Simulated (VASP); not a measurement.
A run of VASP 6.6.1 is set up as follows.

INCAR

```
SYSTEM = SrO
AGGAC = 1.0
AGGAX = 1.0
ALDAC = 0.0
ALDAX = 1.0
ALGO = Normal
EDIFF = 1E-6
ENCUT = 600
GGA = B5
GGA_COMPAT = .FALSE.
ISIF = 2
ISMEAR = 0
LASPH = .TRUE.
LCHARG = .FALSE.
LREAL = .FALSE.
LWAVE = .FALSE.
NBANDS = 15
NELM = 120
PREC = Accurate
SIGMA = 0.05
```

KPOINTS

```
k-points
0
G
  8 8 8
  0 0 0
```

Contents of POSCAR:

```
SrO
1.0
    0.0000000000      2.6025226277      2.6025226277
    2.6025226277      0.0000000000      2.6025226277
    2.6025226277      2.6025226277      0.0000000000
Sr O
1 1
Direct
    0.5000000000      0.5000000000      0.5000000000
    0.0000000000      0.0000000000      0.0000000000
```

Potentials or basis: VASP PAW PBE potentials, release 64 (Sr_sv, O).

Run with:

```console
$ cat potpaw_PBE.64/Sr_sv/POTCAR potpaw_PBE.64/O/POTCAR > POTCAR
$ mpirun -np 1 vasp_std > vasp.out
```

Estimate the band gap on the k mesh.

3.41 eV (least direct gap 3.52 eV).

What does it give for the pressure?

2.5 GPa.

Caveat: the PAW data sets were made with another functional, which shifts forces and pressure a little. A k mesh can miss the band edges.
